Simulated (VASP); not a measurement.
# SbI2 (P4_2/mnm) in VASP: notebook

SbI2 is run at these levels: PBE; tasks: single point.

Program: VASP 6.6.1. These are calculated values, not measurements. Logs are shortened: lines on timing, memory, paths and dates and some standing lists are left out, and cuts for length are marked.

### 1 The cell of the first run

Symmetry: P4_2/mnm, No. 136, tetragonal system. The conventional cell has a = 7.196 Å, b = 7.196 Å, c = 4.635 Å, α = 90.00°, β = 90.00°, γ = 90.00°. Sb (site symmetry mmm) has 6 I at 3.04 to 3.11 Å within 4.0 Å. Within 4.0 Å of I (site symmetry m2m) lie 3 Sb at 3.04 to 3.11 Å and 1 I at 3.95 Å.

### 2 Single point, PBE

Contents of INCAR:

```
SYSTEM = SbI2
PREC     = Accurate       ! precision mode
ENCUT    = 520            ! plane-wave cutoff, eV
EDIFF    = 1E-7           ! SCF threshold, eV
ISMEAR   = 0              ! smearing method
SIGMA    = 0.1            ! smearing width, eV
LREAL    = .FALSE.        ! projectors in reciprocal space
LASPH    = .TRUE.         ! aspherical terms in the spheres
NELM     = 60             ! most SCF steps
ALGO     = Normal         ! electronic algorithm
ISIF     = 2              ! what is computed and relaxed
LWAVE    = .FALSE.        ! write WAVECAR
LCHARG   = .FALSE.        ! write CHGCAR
GGA      = PE             ! functional
NBANDS   = 28             ! bands
```

Contents of KPOINTS:

```
Automatic mesh
0
G
  4 4 4
  0 0 0
```

Contents of POSCAR:

```
SbI2
1.0
    7.1955399269      0.0000000000      0.0000000000
    0.0000000000      7.1955399269      0.0000000000
    0.0000000000      0.0000000000      4.6346544719
Sb I
2 4
Direct
    0.0000000000      0.0000000000      0.0000000000
    0.5000000000      0.5000000000      0.5000000000
    0.3060000000      0.3060000000      0.0000000000
    0.1940000000      0.8060000000      0.5000000000
    0.6940000000      0.6940000000      0.0000000000
    0.8060000000      0.1940000000      0.5000000000
```

Potentials or basis: VASP PAW PBE potentials, release 64 (Sb, I).

Started as:

```bash
cat potpaw_PBE.64/Sb/POTCAR potpaw_PBE.64/I/POTCAR > POTCAR
mpirun -np 1 vasp_std > vasp.out
```

OUTCAR:

```text
SYSTEM = SbI2
   PREC = Accurate
   ENCUT = 520
   EDIFF = 1E-7
   ISMEAR = 0
   LREAL = .FALSE.
   LASPH = .TRUE.
   NELM = 60
   ISIF = 2
   GGA = PE

 ion  position               nearest neighbor table
   1  0.000  0.000  0.000-   4 3.04   6 3.04   4 3.04   6 3.04   5 3.11   3 3.11
   2  0.500  0.500  0.500-   3 3.04   5 3.04   3 3.04   5 3.04   4 3.11   6 3.11
   3  0.306  0.306  0.000-   2 3.04   2 3.04   1 3.11
   4  0.194  0.806  0.500-   1 3.04   1 3.04   2 3.11
   5  0.694  0.694  0.000-   2 3.04   2 3.04   1 3.11
   6  0.806  0.194  0.500-   1 3.04   1 3.04   2 3.11

  LATTYP: Found a simple tetragonal cell.
 ALAT       =     7.1955399269
 C/A-ratio  =     0.6441010013

  Lattice vectors:

 A1 = (   7.1955399269,   0.0000000000,   0.0000000000)
 A2 = (   0.0000000000,   7.1955399269,   0.0000000000)
 A3 = (   0.0000000000,   0.0000000000,   4.6346544719)

Analysis of symmetry for initial positions (statically):
=====================================================================
 Subroutine PRICEL returns:
 Original cell was already a primitive cell.

 Routine SETGRP: Setting up the symmetry group for a
 simple tetragonal supercell.

 Subroutine GETGRP returns: Found 16 space group operations
 (whereof  8 operations were pure point group operations)
 out of a pool of 16 trial point group operations.

The static configuration has the point symmetry D_2h.
 The point group associated with its full space group is D_4h.

Analysis of symmetry for dynamics (positions and initial velocities):
=====================================================================
 Subroutine PRICEL returns:
 Original cell was already a primitive cell.

 Routine SETGRP: Setting up the symmetry group for a
 simple tetragonal supercell.

 Subroutine GETGRP returns: Found 16 space group operations
 (whereof  8 operations were pure point group operations)
 out of a pool of 16 trial point group operations.

The dynamic configuration has the point symmetry D_2h.
 The point group associated with its full space group is D_4h.

 Subroutine INISYM returns: Found 16 space group operations
 (whereof  8 operations are pure point group operations),
 and found     1 'primitive' translations

----------------------------------------------------------------------------------------

                                     Primitive cell

  volume of cell :     239.9629

  direct lattice vectors                    reciprocal lattice vectors
     7.195539927  0.000000000  0.000000000     0.138974978  0.000000000  0.000000000
     0.000000000  7.195539927  0.000000000     0.000000000  0.138974978  0.000000000
     0.000000000  0.000000000  4.634654472     0.000000000  0.000000000  0.215765815

  length of vectors
     7.195539927  7.195539927  4.634654472     0.138974978  0.138974978  0.215765815

  position of ions in fractional coordinates (direct lattice)
     0.000000000  0.000000000  0.000000000
     0.500000000  0.500000000  0.500000000
     0.306000000  0.306000000  0.000000000
     0.194000000  0.806000000  0.500000000
     0.694000000  0.694000000  0.000000000
     0.806000000  0.194000000  0.500000000

  ion indices of the primitive-cell ions
   primitive index   ion index
                 1           1
                 2           2
                 3           3
                 4           4
                 5           5
                 6           6

----------------------------------------------------------------------------------------

 KPOINTS: Automatic mesh

Automatic generation of k-mesh.
 Grid dimensions read from file:
 generate k-points for:    4    4    4

 Generating k-lattice:

  Cartesian coordinates                     Fractional coordinates (reciprocal lattice)
     0.034743744  0.000000000  0.000000000     0.250000000  0.000000000  0.000000000
     0.000000000  0.034743744  0.000000000     0.000000000  0.250000000  0.000000000
     0.000000000  0.000000000  0.053941454     0.000000000  0.000000000  0.250000000

  Length of vectors
     0.034743744  0.034743744  0.053941454

  Shift w.r.t. Gamma in fractional coordinates (k-lattice)
     0.000000000  0.000000000  0.000000000

 Subroutine IBZKPT returns following result:
 ===========================================

 Found     18 irreducible k-points:

 Following reciprocal coordinates:
            Coordinates               Weight
  0.000000  0.000000  0.000000      1.000000
  0.250000  0.000000  0.000000      4.000000
  0.500000  0.000000  0.000000      2.000000
  0.250000  0.250000  0.000000      4.000000
  0.500000  0.250000  0.000000      4.000000
  0.500000  0.500000  0.000000      1.000000
[... 10 lines left out ...]
  0.500000  0.250000  0.500000      4.000000
  0.500000  0.500000  0.500000      1.000000
   k-points           NKPTS =     18   k-points in BZ     NKDIM =     18   number of bands    NBANDS=     28
   number of dos      NEDOS =    301   number of ions     NIONS =      6
   total plane-waves  NPLWV = 104976
   dimension x,y,z NGX =    54 NGY =   54 NGZ =   36
   dimension x,y,z NGXF=   108 NGYF=  108 NGZF=   72
   ions per type =               2   4
   NGX,Y,Z   is equivalent  to a cutoff of  12.48, 12.48, 12.91 a.u.
   NGXF,Y,Z  is equivalent  to a cutoff of  24.95, 24.95, 25.83 a.u.
 SYSTEM =  SbI2
   PREC   = accura    normal or accurate (medium, high low for compatibility)
   ISTART =      0    job   : 0-new  1-cont  2-samecut
   ICHARG =      2    charge: 1-file 2-atom 10-const
   ISPIN  =      1    spin polarized calculation?
   LNONCOLLINEAR =      F non collinear calculations
   LSORBIT =      F    spin-orbit coupling
   LASPH  =      T    aspherical Exc in radial PAW
   ENCUT  =  520.0 eV  38.22 Ry    6.18 a.u.  13.38 13.38  8.62*2*pi/ulx,y,z
   NELM   =     60;   NELMIN=  2; NELMDL= -5     # of ELM steps
   EDIFF  = 0.1E-06   stopping-criterion for ELM
   LREAL  =      F    real-space projection
   EDIFFG = 0.1E-05   stopping-criterion for IOM
   NSW    =      0    number of steps for IOM
   IBRION =     -1    ionic relax: 0-MD 1-quasi-New 2-CG
   NFREE  =      0    steps in history (QN), initial steepest desc. (CG)
   ISIF   =      2    stress and relaxation
   ISYM   =      2    0-nonsym 1-usesym 2-fastsym
   POTIM  = 0.5000    time-step for ionic-motion
   TEBEG  =    0.0;   TEEND  =   0.0 temperature during run
   PSTRESS=    0.0 pullay stress
   NELECT =      38.0000    total number of electrons
   NUPDOWN=      -1.0000    fix difference up-down
   EMIN   =  10.00;   EMAX   =-10.00  energy-range for DOS
   EFERMI =   0.00;   METHOD = LEGACY
   ISMEAR =     0;   SIGMA  =   0.10  broadening in eV -4-tet -1-fermi 0-gaus
   EFERMI_NEDOS =   21; number of points for ismear=-14 and -15
   IALGO  =     38    algorithm
   IMIX   =      4    mixing-type and parameters
     AMIX     =   0.40;   BMIX     =  1.00
     AMIX_MAG =   1.60;   BMIX_MAG =  1.00
  volume/ion in A,a.u.               =      39.99       269.89
  Fermi-wavevector in a.u.,A,eV,Ry     =   0.885703  1.673735 10.673353  0.784469
  Thomas-Fermi vector in A             =   2.006771
   LORBIT       =      0    0 simple, 1 ext, 2 COOP (PROOUT), +10 PAW based schemes
   GGA     = PE    functional components
   LHFCALC =     F    Hartree Fock is set to
   AEXX    =    0.0000 exact exchange contribution
   IVDW    =     0    specifies the selected vdW correction
   LEPSILON=     F    determine dielectric tensor
   LRPA    =     F    only Hartree local field effects (RPA)
 non-spin polarized calculation
 Gauss-broadening in eV      SIGMA  =   0.10
  energy-cutoff  :      520.00
  volume of cell :      239.96
 maximum number of plane-waves:      6514
 NGX is ok and might be reduce to    54
   NGX = 27   NGY = 27   NGZ = 17

 number of electron      38.0000004 magnetization

 Free energy of the ion-electron system (eV)
  ---------------------------------------------------
  ext. energy  EPLUGINS =         0.00000000
  ---------------------------------------------------
  free energy    TOTEN  =       -14.51425675 eV

  energy without entropy =      -14.48890117  energy(sigma->0) =      -14.50157896

 E-fermi :   4.6887     XC(G=0):  -8.1496

 val. band max:        4.6631598720   @ k =   0.5000   0.0000   0.0000
 cond. band min:       4.7110781260   @ k =   0.2500   0.0000   0.5000
 fundamental gap:      0.0479182540
 Fermi energy:         4.6887382390

 k-point     1 :       0.0000    0.0000    0.0000
  band No.  band energies     occupation
      1      -9.8095      2.00000
      2      -8.8499      2.00000
      3      -8.8403      2.00000
      4      -8.8403      2.00000
      5      -5.5763      2.00000
      6      -3.5579      2.00000
[... 20 lines left out ...]
     27       9.9654      0.00000
     28      10.0711      0.00000

 k-point     2 :       0.2500    0.0000    0.0000
  band No.  band energies     occupation
      1      -9.7202      2.00000
      2      -9.1378      2.00000
      3      -8.8080      2.00000
      4      -8.7171      2.00000
      5      -5.3215      2.00000
      6      -3.9431      2.00000
[... 20 lines left out ...]
     27       9.6022      0.00000
     28      10.4013      0.00000

 k-point     3 :       0.5000    0.0000    0.0000
  band No.  band energies     occupation
      1      -9.4728      2.00000
      2      -9.4728      2.00000
      3      -8.7395      2.00000
      4      -8.7395      2.00000
      5      -4.6848      2.00000
      6      -4.6848      2.00000
[... 20 lines left out ...]
     27       9.8050      0.00000
     28       9.8050      0.00000

 k-point     4 :       0.2500    0.2500    0.0000
  band No.  band energies     occupation
      1      -9.6415      2.00000
      2      -9.2095      2.00000
      3      -8.8523      2.00000
      4      -8.7214      2.00000
      5      -5.1156      2.00000
      6      -4.1463      2.00000
[... 392 lines left out ...]
     27       9.3915      0.00000
     28       9.3951      0.00000

 k-point    17 :       0.5000    0.2500    0.5000
  band No.  band energies     occupation
      1      -9.0070      2.00000
      2      -9.0070      2.00000
      3      -8.7346      2.00000
      4      -8.7346      2.00000
      5      -5.4211      2.00000
      6      -5.4211      2.00000
[... 20 lines left out ...]
     27       9.5057      0.00000
     28       9.5057      0.00000

 k-point    18 :       0.5000    0.5000    0.5000
  band No.  band energies     occupation
      1      -9.0220      2.00000
      2      -9.0220      2.00000
      3      -8.7090      2.00000
      4      -8.7090      2.00000
      5      -5.4730      2.00000
      6      -5.4730      2.00000
[... 20 lines left out ...]
     27       9.0703      0.00000
     28       9.0703      0.00000

------------------------ aborting loop because EDIFF is reached ----------------------------------------

  FORCE on cell =-STRESS in cart. coord.  units (eV):
  Direction    XX          YY          ZZ          XY          YZ          ZX
  --------------------------------------------------------------------------------------
  -------------------------------------------------------------------------------------
  Total        4.8237659      4.8237659      6.1929611     -0.0000000      0.0000000      0.0000000
  in kB       32.2071779     32.2071779     41.3489795     -0.0000000      0.0000000      0.0000000
  external PRESSURE =      35.2544451 kB  Pullay stress =       0.0000000 kB

 VOLUME and BASIS-vectors are now :
 -----------------------------------------------------------------------------
  energy-cutoff  :      520.00
  volume of cell :      239.96
      direct lattice vectors                 reciprocal lattice vectors
     7.195539927  0.000000000  0.000000000     0.138974978  0.000000000  0.000000000
     0.000000000  7.195539927  0.000000000     0.000000000  0.138974978  0.000000000
     0.000000000  0.000000000  4.634654472     0.000000000  0.000000000  0.215765815

 POSITION                                       TOTAL-FORCE (eV/Angst)
 -----------------------------------------------------------------------------------
      0.00000      0.00000      0.00000        -0.000000      0.000000      0.000000
      3.59777      3.59777      2.31733        -0.000000      0.000000      0.000000
      2.20184      2.20184      0.00000        -0.306354     -0.306354     -0.000000
      1.39593      5.79961      2.31733         0.306354     -0.306354     -0.000000
      4.99370      4.99370      0.00000         0.306354      0.306354      0.000000
      5.79961      1.39593      2.31733        -0.306354      0.306354      0.000000
 -----------------------------------------------------------------------------------
    total drift:                               -0.000000      0.000000      0.000000

  FREE ENERGIE OF THE ION-ELECTRON SYSTEM (eV)
  ---------------------------------------------------
  free  energy   TOTEN  =       -14.5142567509 eV

  energy  without entropy=      -14.4889011698  energy(sigma->0) =      -14.50157896
```

Run time: 72 s. Hardware: 1 thread of Intel Xeon 6975P-C (Granite Rapids), shared host; peak memory 0.35 GiB.

What came out:

- Free energy: -14.5143 eV
- Pressure: 3.5 GPa
- Largest force: 0.433 eV/Å
- Band gap on the k mesh: zero (band 19 reaches 5.85 eV, above the bottom of band 20 at 3.76 eV)

Forces on the atoms (eV/Å):
```
Sb   0.000  0.000  0.000
Sb   0.000  0.000  0.000
I   -0.306 -0.306  0.000
I    0.306 -0.306  0.000
I    0.306  0.306  0.000
I   -0.306  0.306  0.000
```

Levels at points of the mesh, in eV from the Fermi level:
| k point | band 16 | band 17 | band 18 | band 19 | band 20 | band 21 | band 22 | band 23 |
| --- | --- | --- | --- | --- | --- | --- | --- | --- |
| (0.00, 0.00, 0.00) | -2.49 | -2.33 | -2.05 | -0.78 | -0.78 | 0.18 | 1.74 | 1.74 |
| (0.50, 0.00, 0.00) | -2.91 | -2.40 | -2.40 | -0.03 | -0.03 | 0.63 | 0.63 | 0.85 |
| (0.50, 0.50, 0.00) | -2.87 | -2.87 | -2.87 | -0.05 | -0.05 | 1.06 | 1.06 | 1.43 |
| (0.00, 0.00, 0.50) | -3.08 | -2.30 | -2.30 | 1.17 | 1.17 | 1.97 | 1.97 | 1.99 |
| (0.50, 0.00, 0.50) | -2.76 | -1.89 | -1.89 | -0.93 | -0.93 | 1.73 | 1.73 | 3.38 |
| (0.50, 0.50, 0.50) | -2.70 | -2.53 | -2.53 | 1.08 | 1.08 | 1.39 | 1.39 | 2.17 |

Caveat: spin-orbit coupling is left out, which moves the levels of the heavy elements.

### 3 Single point, PBE

This run uses another cell than the first one, of 42.87 Å³/atom, 1.072 times its volume.

Contents of INCAR:

```
SYSTEM = SbI2
PREC = Accurate
ENCUT = 520
EDIFF = 1E-6
ISMEAR = 0
SIGMA = 0.1
LREAL = .False.
LASPH = .True.
NELM = 80
ALGO = Normal
ISIF = 2
LWAVE = .False.
LCHARG = .False.
GGA = PE
NBANDS = 28
```

Contents of KPOINTS:

```
Automatic mesh
0
Gamma
  6 6 8
  0 0 0
```

Contents of POSCAR:

```
SbI2
1.0
    7.8514930945      0.0000000000      0.0000000000
    0.0000000000      7.8514930945      0.0000000000
    0.0000000000      0.0000000000      4.1721474478
Sb I
2 4
Direct
    0.0000000000      0.0000000000      0.0000000000
    0.5000000000      0.5000000000      0.5000000000
    0.2868092909      0.2868092909      0.0000000000
    0.2131907091      0.7868092909      0.5000000000
    0.7131907091      0.7131907091      0.0000000000
    0.7868092909      0.2131907091      0.5000000000
```

Potentials or basis: VASP PAW PBE potentials, release 64 (Sb, I).

Started as:

```bash
cat potpaw_PBE.64/Sb/POTCAR potpaw_PBE.64/I/POTCAR > POTCAR
mpirun -np 1 vasp_std > vasp.out
```

It took 2.2 min on 1 thread of Intel Xeon 6975P-C (Granite Rapids), shared host; peak memory 0.51 GiB.

Results (log left out):

```yaml
Free_energy: -15.0073 eV
Pressure: 0.0 GPa
Band_gap_on_the_k_mesh: zero (band 19 reaches 4.73 eV, above the bottom of band 20 at 2.60 eV)
```

Levels at points of the mesh, in eV from the Fermi level:
| k point | band 17 | band 18 | band 19 | band 20 | band 21 | band 22 |
| --- | --- | --- | --- | --- | --- | --- |
| (0.00, 0.00, 0.00) | -1.77 | -1.51 | -0.59 | -0.59 | 0.39 | 1.69 |
| (0.50, 0.00, 0.00) | -2.02 | -2.02 | 0.90 | 0.90 | 1.02 | 1.02 |
| (0.50, 0.50, 0.00) | -2.13 | -2.13 | 0.00 | 0.00 | 1.11 | 1.11 |
| (0.00, 0.00, 0.50) | -2.54 | -2.54 | 0.96 | 0.96 | 1.00 | 1.00 |
| (0.50, 0.00, 0.50) | -2.18 | -2.18 | -1.17 | -1.17 | 1.09 | 1.09 |
| (0.50, 0.50, 0.50) | -2.34 | -2.34 | 0.74 | 0.74 | 0.90 | 0.90 |

Caveat: spin-orbit coupling is left out, which moves the levels of the heavy elements.

### 4 Single point, PBE

This run uses another cell than the first one, of 42.87 Å³/atom, 1.072 times its volume.

Contents of INCAR:

```
PREC = Accurate
ENCUT = 520
EDIFF = 1E-7
ISMEAR = 0
SIGMA = 0.1
LREAL = False
LASPH = True
NELM = 80
ALGO = Normal
ISIF = 2
LWAVE = False
LCHARG = False
GGA = PE
NBANDS = 28
```

Contents of KPOINTS:

```
regular mesh
0
Gamma
  6 6 10
```

POSCAR is that of step 3.

Started as:

```bash
cat potpaw_PBE.64/Sb/POTCAR potpaw_PBE.64/I/POTCAR > POTCAR
mpirun -np 1 vasp_std > vasp.out
```

Wall time 3.3 min (1 thread of Intel Xeon 6975P-C (Granite Rapids), shared host); peak memory 0.55 GiB.

Results (log left out):

```
Free energy            : -15.0045 eV
Pressure               : 0.0 GPa
Band gap on the k mesh : zero (band 19 reaches 4.73 eV, above the bottom of band 20 at 2.60 eV)
```

Levels at points of the mesh, in eV from the Fermi level:
```tsv
k point	band 15	band 16	band 17	band 18	band 19	band 20	band 21	band 22	band 23	band 24
(0.00, 0.00, 0.00)	-2.16	-2.16	-1.77	-1.51	-0.59	-0.59	0.39	1.69	2.08	2.08
(0.50, 0.00, 0.00)	-2.07	-2.07	-2.02	-2.02	0.90	0.90	1.02	1.02	1.03	1.03
(0.50, 0.50, 0.00)	-2.17	-2.17	-2.13	-2.13	0.00	0.00	1.11	1.11	1.82	1.82
(0.00, 0.00, 0.50)	-2.57	-2.57	-2.54	-2.54	0.96	0.96	1.00	1.00	1.16	1.16
(0.50, 0.00, 0.50)	-2.36	-2.36	-2.18	-2.18	-1.17	-1.17	1.08	1.08	2.80	2.80
(0.50, 0.50, 0.50)	-2.35	-2.35	-2.34	-2.34	0.73	0.73	0.90	0.90	1.13	1.13
```

Caveat: spin-orbit coupling is left out, which moves the levels of the heavy elements.

### 5 Overview

```tsv
cell	k mesh	gap on the mesh (eV)	pressure (GPa)
a = 7.196, b = 7.196, c = 4.635 Å, 6 atoms	4 × 4 × 4	none	3.5
a = 7.851, b = 7.851, c = 4.172 Å, 6 atoms	6 × 6 × 8	none	0.0
a = 7.851, b = 7.851, c = 4.172 Å, 6 atoms	6 × 6 × 10	none	0.0
```

Alike in all rows: task single point; level PBE; potentials or basis VASP PAW PBE potentials, release 64 (Sb, I); no spin polarisation; cutoff (eV) 520; smearing gaussian 0.1 eV.

Caveats: spin-orbit coupling is left out, which moves the levels of the heavy elements.

Total energies depend on the potentials used, so only differences within one code and one set of settings carry meaning.
